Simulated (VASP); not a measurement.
Here is a VASP 6.6.1 calculation.

INCAR

```
SYSTEM = Pd
PREC     = Accurate       ! precision mode
ENCUT    = 520            ! plane-wave cutoff, eV
EDIFF    = 1E-7           ! SCF threshold, eV
ISMEAR   = -1             ! smearing method
SIGMA    = 0.08           ! smearing width, eV
LREAL    = .FALSE.        ! projectors in reciprocal space
LASPH    = .TRUE.         ! aspherical terms in the spheres
NELM     = 60             ! most SCF steps
ALGO     = Normal         ! electronic algorithm
ISIF     = 2              ! what is computed and relaxed
LWAVE    = .FALSE.        ! write WAVECAR
LCHARG   = .TRUE.         ! write CHGCAR
LDIPOL   = .TRUE.       
IDIPOL   = 3            
DIPOL    = 0.5 0.5 0.500
GGA      = PE             ! functional
LELF     = .TRUE.         ! ELF
LVHAR    = .TRUE.       
LVACPOTAV= .TRUE.       
NBANDS   = 11             ! bands
EFIELD   = -0.2
```

Contents of KPOINTS:

```
regular mesh
0
G
  17 17 1
  0 0 0
```

The input POSCAR:

```
Pd
1.0
    2.7896894602      0.0000000000      0.0000000000
   -1.3948447301      2.4159419412      0.0000000000
    0.0000000000      0.0000000000     16.0000000000
Pd
1
Direct
    0.0000000000      0.0000000000      0.5000000000
```

Potentials or basis: VASP PAW PBE potentials, release 64 (Pd).

Launch:

```sh
$ cat potpaw_PBE.64/Pd/POTCAR > POTCAR
$ mpirun -np 1 vasp_std > vasp.out
```

Problem. Estimate the band gap on the k mesh.

Solution. Zero (band 5 reaches -3.26 eV, above the bottom of band 6 at -3.98 eV).
